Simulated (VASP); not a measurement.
# MoSe2 (P6_3/mmc) in VASP: single point with PBEsol

Aim: the single point of MoSe2 with PBEsol.

Everything below comes from runs of VASP 6.6.1. Logs are shortened: lines on timing, memory, paths and dates and some standing lists are left out, and cuts for length are marked.

## (1) The cell of the first run

The structure is hexagonal, space group P6_3/mmc (No. 194). Conventional cell: a = 3.269 Å, b = 3.269 Å, c = 13.125 Å, α = 90.00°, β = 90.00°, γ = 120.00°. Within 3.3 Å of Mo (site symmetry -6m2) lie 6 Se at 2.52 Å and 6 Mo at 3.27 Å. Within 3.4 Å of Se (site symmetry 3m) lie 3 Mo at 2.52 Å and 7 Se at 3.27 to 3.33 Å.

## (2) Single point, PBEsol

The input, INCAR:

```
SYSTEM = MoSe2
ALGO     = Normal         ! electronic algorithm
EDIFF    = 1E-6           ! SCF threshold, eV
ENCUT    = 500            ! plane-wave cutoff, eV
GGA      = PS             ! functional
GGA_COMPAT= .FALSE.      
ISIF     = 2              ! what is computed and relaxed
ISMEAR   = 0              ! smearing method
LASPH    = .TRUE.         ! aspherical terms in the spheres
LCHARG   = .FALSE.        ! write CHGCAR
LREAL    = .FALSE.        ! projectors in reciprocal space
LWAVE    = .FALSE.        ! write WAVECAR
NBANDS   = 35             ! bands
NELM     = 120            ! most SCF steps
PREC     = Accurate       ! precision mode
SIGMA    = 0.02           ! smearing width, eV
```

The input, KPOINTS:

```
k-points
0
G
  6 6 1
  0 0 0
```

The input, POSCAR:

```
MoSe2
1.0
    3.2691393290     -0.0000000028      0.0000000000
   -1.6345696621      2.8311577089      0.0000000000
    0.0000000000      0.0000000000     13.1250692463
Mo Se
2 4
Direct
    0.6666666667      0.3333333333      0.7500000000
    0.3333333333      0.6666666667      0.2500000000
    0.3333333333      0.6666666667      0.8768049085
    0.6666666667      0.3333333333      0.3768049085
    0.3333333333      0.6666666667      0.6231950915
    0.6666666667      0.3333333333      0.1231950915
```

Potentials or basis: VASP PAW PBE potentials, release 64 (Mo_sv, Se).

The run is started by

```bash
> cat potpaw_PBE.64/Mo_sv/POTCAR potpaw_PBE.64/Se/POTCAR > POTCAR
> mpirun -np 1 vasp_std > vasp.out
```

OUTCAR:

```text
SYSTEM = MoSe2
   EDIFF = 1E-6
   ENCUT = 500
   GGA = PS
   ISIF = 2
   ISMEAR = 0
   LASPH = .TRUE.
   LREAL = .FALSE.
   NELM = 120
   PREC = Accurate

 ion  position               nearest neighbor table
   1  0.667  0.333  0.750-   3 2.52   5 2.52   3 2.52   5 2.52   3 2.52   5 2.52
   2  0.333  0.667  0.250-   4 2.52   6 2.52   4 2.52   6 2.52   4 2.52   6 2.52
   3  0.333  0.667  0.877-   1 2.52   1 2.52   1 2.52
   4  0.667  0.333  0.377-   2 2.52   2 2.52   2 2.52
   5  0.333  0.667  0.623-   1 2.52   1 2.52   1 2.52
   6  0.667  0.333  0.123-   2 2.52   2 2.52   2 2.52

  LATTYP: Found a hexagonal cell.
 ALAT       =     3.2691393290
 C/A-ratio  =     4.0148393584

  Lattice vectors:

 A1 = (   3.2691393290,  -0.0000000028,   0.0000000000)
 A2 = (  -1.6345696621,   2.8311577089,   0.0000000000)
 A3 = (   0.0000000000,   0.0000000000,  13.1250692463)

Analysis of symmetry for initial positions (statically):
=====================================================================
 Subroutine PRICEL returns:
 Original cell was already a primitive cell.

 Routine SETGRP: Setting up the symmetry group for a
 hexagonal supercell.

 Subroutine GETGRP returns: Found 24 space group operations
 (whereof 12 operations were pure point group operations)
 out of a pool of 24 trial point group operations.

The static configuration has the point symmetry D_3d.
 The point group associated with its full space group is D_6h.

Analysis of symmetry for dynamics (positions and initial velocities):
=====================================================================
 Subroutine PRICEL returns:
 Original cell was already a primitive cell.

 Routine SETGRP: Setting up the symmetry group for a
 hexagonal supercell.

 Subroutine GETGRP returns: Found 24 space group operations
 (whereof 12 operations were pure point group operations)
 out of a pool of 24 trial point group operations.

The dynamic configuration has the point symmetry D_3d.
 The point group associated with its full space group is D_6h.

 Subroutine INISYM returns: Found 24 space group operations
 (whereof 12 operations are pure point group operations),
 and found     1 'primitive' translations

----------------------------------------------------------------------------------------

[... 81 lines left out ...]
   NELM   =    120;   NELMIN=  2; NELMDL= -5     # of ELM steps
   EDIFF  = 0.1E-05   stopping-criterion for ELM
   LREAL  =      F    real-space projection
   EDIFFG = 0.1E-04   stopping-criterion for IOM
   NSW    =      0    number of steps for IOM
   IBRION =     -1    ionic relax: 0-MD 1-quasi-New 2-CG
   NFREE  =      0    steps in history (QN), initial steepest desc. (CG)
   ISIF   =      2    stress and relaxation
   ISYM   =      2    0-nonsym 1-usesym 2-fastsym
   POTIM  = 0.5000    time-step for ionic-motion
   TEBEG  =    0.0;   TEEND  =   0.0 temperature during run
   PSTRESS=    0.0 pullay stress
   NELECT =      52.0000    total number of electrons
   NUPDOWN=      -1.0000    fix difference up-down
   EMIN   =  10.00;   EMAX   =-10.00  energy-range for DOS
   EFERMI =   0.00;   METHOD = LEGACY
   ISMEAR =     0;   SIGMA  =   0.02  broadening in eV -4-tet -1-fermi 0-gaus
   EFERMI_NEDOS =   21; number of points for ismear=-14 and -15
   IALGO  =     38    algorithm
   IMIX   =      4    mixing-type and parameters
     AMIX     =   0.40;   BMIX     =  1.00
     AMIX_MAG =   1.60;   BMIX_MAG =  1.00
  volume/ion in A,a.u.               =      20.25       136.63
  Fermi-wavevector in a.u.,A,eV,Ry     =   1.233795  2.331534 20.711461  1.522249
  Thomas-Fermi vector in A             =   2.368511
   LORBIT       =      0    0 simple, 1 ext, 2 COOP (PROOUT), +10 PAW based schemes
   GGA     = PS    functional components
   LHFCALC =     F    Hartree Fock is set to
   AEXX    =    0.0000 exact exchange contribution
   IVDW    =     0    specifies the selected vdW correction
   LEPSILON=     F    determine dielectric tensor
   LRPA    =     F    only Hartree local field effects (RPA)
 non-spin polarized calculation
 Gauss-broadening in eV      SIGMA  =   0.02
  energy-cutoff  :      500.00
  volume of cell :      121.48
 maximum number of plane-waves:      3108
 NGX is ok and might be reduce to    24
   NGX = 11   NGY = 11   NGZ = 47

 number of electron      51.9999998 magnetization

 Free energy of the ion-electron system (eV)
  ---------------------------------------------------
  ext. energy  EPLUGINS =         0.00000000
  ---------------------------------------------------
  free energy    TOTEN  =       -43.22658049 eV

  energy without entropy =      -43.22658049  energy(sigma->0) =      -43.22658049

 E-fermi :   6.3324     XC(G=0): -10.7945

 val. band max:        6.1968862372   @ k =   0.0000   0.0000   0.0000
 cond. band min:       7.1118018302   @ k =   0.1667   0.1667   0.0000
 fundamental gap:      0.9149155930
 Fermi energy:         6.3324325984

 k-point     1 :       0.0000    0.0000    0.0000
  band No.  band energies     occupation
      1     -54.7974      2.00000
      2     -54.7974      2.00000
      3     -29.0120      2.00000
      4     -29.0120      2.00000
      5     -28.7953      2.00000
      6     -28.7953      2.00000
[... 255 lines left out ...]
     34      10.4043      0.00000
     35      11.7139      0.00000

------------------------ aborting loop because EDIFF is reached ----------------------------------------

  FORCE on cell =-STRESS in cart. coord.  units (eV):
  Direction    XX          YY          ZZ          XY          YZ          ZX
  --------------------------------------------------------------------------------------
  -------------------------------------------------------------------------------------
  Total        0.2415435      0.2415435      0.6372058     -0.0000000      0.0000000     -0.0000000
  in kB        3.1857145      3.1857145      8.4041002     -0.0000000      0.0000000     -0.0000000
  external PRESSURE =       4.9251764 kB  Pullay stress =       0.0000000 kB

 VOLUME and BASIS-vectors are now :
 -----------------------------------------------------------------------------
  energy-cutoff  :      500.00
  volume of cell :      121.48
      direct lattice vectors                 reciprocal lattice vectors
     3.269139329 -0.000000003  0.000000000     0.305890909  0.176606198  0.000000000
    -1.634569662  2.831157709  0.000000000     0.000000000  0.353212397  0.000000000
     0.000000000  0.000000000 13.125069246     0.000000000  0.000000000  0.076190074

 POSITION                                       TOTAL-FORCE (eV/Angst)
 -----------------------------------------------------------------------------------
      1.63457      0.94372      9.84380         0.000000      0.000000      0.000000
      0.00000      1.88744      3.28127        -0.000000     -0.000000      0.000000
      0.00000      1.88744     11.50813        -0.000000     -0.000000      0.026443
      1.63457      0.94372      4.94559         0.000000     -0.000000      0.026443
      0.00000      1.88744      8.17948         0.000000      0.000000     -0.026443
      1.63457      0.94372      1.61694         0.000000     -0.000000     -0.026443
 -----------------------------------------------------------------------------------
    total drift:                               -0.000000      0.000000     -0.000000

  FREE ENERGIE OF THE ION-ELECTRON SYSTEM (eV)
  ---------------------------------------------------
  free  energy   TOTEN  =       -43.2265804903 eV

  energy  without entropy=      -43.2265804903  energy(sigma->0) =      -43.22658049
```

OSZICAR:

```text
N       E                     dE             d eps       ncg     rms          rms(c)
DAV:   1     0.413665052502E+03    0.41367E+03   -0.28165E+04   554   0.135E+03
DAV:   2    -0.234319109305E+02   -0.43710E+03   -0.42313E+03   597   0.344E+02
DAV:   3    -0.449664448445E+02   -0.21535E+02   -0.21051E+02   579   0.677E+01
DAV:   4    -0.453421203082E+02   -0.37568E+00   -0.37447E+00   572   0.894E+00
DAV:   5    -0.453463784475E+02   -0.42581E-02   -0.42561E-02   600   0.959E-01    0.272E+01
DAV:   6    -0.439603549822E+02    0.13860E+01   -0.83060E+00   532   0.183E+01    0.744E+00
DAV:   7    -0.436196151750E+02    0.34074E+00   -0.56557E+00   510   0.127E+01    0.682E+00
DAV:   8    -0.432296007658E+02    0.39001E+00   -0.84542E-01   528   0.567E+00    0.189E+00
DAV:   9    -0.432310550742E+02   -0.14543E-02   -0.11805E-01   557   0.160E+00    0.106E+00
DAV:  10    -0.432264116779E+02    0.46434E-02   -0.18359E-02   537   0.869E-01    0.148E-01
DAV:  11    -0.432265744289E+02   -0.16275E-03   -0.95791E-04   549   0.155E-01    0.472E-02
DAV:  12    -0.432265706618E+02    0.37670E-05   -0.11491E-04   569   0.615E-02    0.160E-02
DAV:  13    -0.432265807323E+02   -0.10071E-04   -0.38798E-05   563   0.296E-02    0.194E-02
DAV:  14    -0.432265804903E+02    0.24204E-06   -0.57054E-06   475   0.134E-02
   1 F= -.43226580E+02 E0= -.43226580E+02  d E =-.353282E-23
```

Run time: 42 s. Hardware: 1 thread of AMD EPYC 7R43 (Zen 3), shared host; peak memory 0.19 GiB.

What came out:

```yaml
Free_energy: -43.2266 eV
Pressure: 0.5 GPa
Largest_force: 0.026 eV/Å
Band_gap_on_the_k_mesh: 0.91 eV (least direct gap 1.49 eV)
```

Forces in eV/Å, atoms in the order of the input:
```
Mo   0.000  0.000  0.000
Mo   0.000  0.000  0.000
Se   0.000  0.000  0.026
Se   0.000  0.000  0.026
Se   0.000  0.000 -0.026
Se   0.000  0.000 -0.026
```

Levels at points of the mesh, in eV from the valence-band top:
| k point | band 22 | band 23 | band 24 | band 25 | band 26 | band 27 | band 28 | band 29 | band 30 | band 31 |
| --- | --- | --- | --- | --- | --- | --- | --- | --- | --- | --- |
| (0.00, 0.00, 0.00) | -1.41 | -1.41 | -1.09 | -0.89 | 0.00 | 2.64 | 2.64 | 2.70 | 2.70 | 2.84 |
| (0.50, 0.00, 0.00) | -2.18 | -1.12 | -1.05 | -1.02 | -0.81 | 1.69 | 1.73 | 1.94 | 2.27 | 2.81 |

Caveat: the k points lie up to 0.48 Å⁻¹ apart; the PAW data sets were made with another functional, which shifts forces and pressure a little; an odd mesh through Γ misses points on the zone boundary, where band edges can lie; this functional lacks dispersion, which binds the layers, so the pressure and a relaxed spacing across them are unreliable.
